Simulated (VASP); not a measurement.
A run of VASP 6.6.1 is set up as follows.

Contents of INCAR:

```
SYSTEM = VH6
  ALGO = Normal
  EDIFF = 1E-7
  ENCUT = 520
  GGA = PE
  ISIF = 2
  ISMEAR = 0
  ISPIN = 2
  LASPH = .True.
  LCHARG = .False.
  LMAXMIX = 4
  LORBIT = 11
  LREAL = .False.
  LWAVE = .False.
  MAGMOM = 2 0 0 0 0 0 0
  NBANDS = 22
  NELM = 150
  PREC = Accurate
  SIGMA = 0.1
```

Contents of KPOINTS:

```
k-points
0
Gamma
  4 4 4
  0 0 0
```

File POSCAR:

```
VH6
1.0
    3.8151531700      0.0000000000      0.0000000000
    0.0000000000      3.8151531700      0.0000000000
    0.0000000000      0.0000000000      3.8151531700
V H
1 6
Direct
    0.0000000000      0.0000000000      0.0000000000
    0.5000000000      0.5000000000      0.2070000000
    0.5000000000      0.5000000000      0.7930000000
    0.2070000000      0.5000000000      0.5000000000
    0.7930000000      0.5000000000      0.5000000000
    0.5000000000      0.2070000000      0.5000000000
    0.5000000000      0.7930000000      0.5000000000
```

Potentials or basis: VASP PAW PBE potentials, release 64 (V_sv, H).

The run is started by

```sh
$ cat potpaw_PBE.64/V_sv/POTCAR potpaw_PBE.64/H/POTCAR > POTCAR
$ mpirun -np 1 vasp_std > vasp.out
```

**Question.** Estimate the net moment.

**Answer.** -0.32 μB per cell.

**Question.** Estimate the pressure.

**Answer.** -22.5 GPa.

Forces in eV/Å, atoms in the order of the input:
```
V    0.000  0.000  0.000
H    0.000  0.000 -0.429
H    0.000  0.000  0.429
H   -0.429  0.000  0.000
H    0.429  0.000  0.000
H    0.000 -0.429  0.000
H    0.000  0.429  0.000
```

Caveat: the k points lie up to 0.41 Å⁻¹ apart; a moment this small can come from the mesh or the smearing.
